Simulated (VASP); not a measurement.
Input of a VASP 6.6.1 run:

File INCAR:

```
SYSTEM = AlN
ALGO = Normal ; EDIFF = 1E-7
ENCUT = 520 ; GGA = PE
ISIF = 2 ; ISMEAR = 0
LASPH = .TRUE. ; LCHARG = .FALSE.
LREAL = .FALSE. ; LWAVE = .FALSE.
NBANDS = 16 ; NELM = 100
PREC = Accurate ; SIGMA = 0.05
```

KPOINTS

```
k-points
0
G
  9 9 6
  0 0 0
```

File POSCAR:

```
AlN
1.0
    3.1478000000      0.0000000000      0.0000000000
   -1.5739000000      2.7260747660      0.0000000000
    0.0000000000      0.0000000000      3.6851000000
Al N
2 2
Direct
    0.3333333333      0.6666666667      0.7500000000
    0.6666666667      0.3333333333      0.2500000000
    0.3333333333      0.6666666667      0.2500000000
    0.6666666667      0.3333333333      0.7500000000
```

Potentials or basis: VASP PAW PBE potentials, release 64 (Al, N).

Run with:

```sh
$ cat potpaw_PBE.64/Al/POTCAR potpaw_PBE.64/N/POTCAR > POTCAR
$ mpirun -np 1 vasp_std > vasp.out
```

(1) Predict the band gap on the k mesh.

(2) What does it give for the pressure?

## Answers

(1) 4.69 eV, indirect (least direct gap 4.90 eV).

(2) 74.9 GPa.
